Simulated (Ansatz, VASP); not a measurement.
## PbS in VASP and in Ansatz

INCAR

```
SYSTEM = PbS
PREC     = Accurate       ! precision mode
ENCUT    = 500            ! plane-wave cutoff, eV
EDIFF    = 1E-6           ! SCF threshold, eV
ISMEAR   = 0              ! smearing method
SIGMA    = 0.02           ! smearing width, eV
LREAL    = .False.        ! projectors in reciprocal space
LASPH    = .True.         ! aspherical terms in the spheres
NELM     = 120            ! most SCF steps
ALGO     = Normal         ! electronic algorithm
ISIF     = 2              ! what is computed and relaxed
LWAVE    = .False.        ! write WAVECAR
LCHARG   = .False.        ! write CHGCAR
GGA      = PS             ! functional
NBANDS   = 17             ! bands
GGA_COMPAT= .False.
```

Contents of KPOINTS:

```
Automatic mesh
0
Gamma
  6 6 6
  0 0 0
```

POSCAR

```
PbS
1.0
    0.0000000000      2.9516717171      2.9516717171
    2.9516717171      0.0000000000      2.9516717171
    2.9516717171      2.9516717171      0.0000000000
Pb S
1 1
Direct
    0.5000000000      0.5000000000      0.5000000000
    0.0000000000      0.0000000000      0.0000000000
```

Input for Ansatz:

```yaml
crystal:
  lattice:
    - [0.0, 2.9516717171, 2.9516717171]
    - [2.9516717171, 0.0, 2.9516717171]
    - [2.9516717171, 2.9516717171, 0.0]
  atoms:
    - { symbol: Pb, position: [0.5, 0.5, 0.5] }
    - { symbol: S, position: [0.0, 0.0, 0.0] }
basis:
  ecutwfc: 420
kpoints:
  mp_grid: { grid: [6, 6, 6] }
hamiltonian:
  xc: pbesol
  pseudopotentials: { kind: paw, azcp: { folder: soft_1 } }
scf:
  occupations: { method: gaussian, width: 0.02 }
output:
  forces: true
  stress: true
  eigenvalues: true
```

Alike in both runs: task single point; functional PBEsol; k mesh 6 × 6 × 6; occupations gaussian, width 0.02 eV; no spin polarisation.

|  | VASP | Ansatz |
| --- | --- | --- |
| version | VASP 6.6.1 | Ansatz 0.2.0 |
| potentials or method | VASP PAW PBE potentials, release 64 (Pb_d, S), cutoff 500 eV | scalar-relativistic, plane waves, PAW |
| valence electrons in the cell | 20 | 20 |

|  | VASP | Ansatz | Ansatz less VASP |
| --- | --- | --- | --- |
| gap on the k mesh at the Fermi level (eV) | 0.20 | 0.20 | +0.002 |
| least direct gap on the mesh (eV) | 0.20 | 0.20 | +0.002 |
| pressure (GPa) | -0.1 | 0.0 | +0.05 |

VASP's potentials were made for PBE, not for PBEsol, and Ansatz warns of the same on its side. The functional is the same, so the differences come from potentials, cutoffs and numerics.

Spin-orbit coupling is off throughout.
